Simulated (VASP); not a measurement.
The system is CoSi2.

```
Co Si
1.0
     0.00000    2.60669    2.60669
     2.60669    0.00000    2.60669
     2.60669    2.60669    0.00000
Co Si
1 2
Direct
  0.00000 0.00000 0.00000
  0.25000 0.25000 0.25000
  0.75000 0.75000 0.75000
```

Base run:

```yaml
Program: VASP 6.6.1
Functional: PBE
Potentials_or_basis: VASP PAW PBE potentials, release 64 (Co, Si)
Cutoff: 520 eV
k_mesh: 14 × 14 × 14
Occupations: gaussian, width 0.15 eV
Spin: collinear spin, ferromagnetic start
Starting_moments: "[1.375, 0.0, 0.0] μB"
Fixed_moment: 1.375 μB
```

Its results: pressure 26.5 GPa; site moments Co +0.86; Si +0.11 μB.

**Question.** The run is repeated on the same cell with these changes: fixed moment from 1.375 μB to 0.55 μB; moments at the start from [1.38, 0.0, 0.0] to [0.55, 0.0, 0.0]. What comes out?

**Answer.** Pressure 18.7 GPa; site moments Co +0.34; Si +0.04 μB.

Caveats: the cell stands under pressure; the total moment is fixed, so each spin has its own Fermi level.
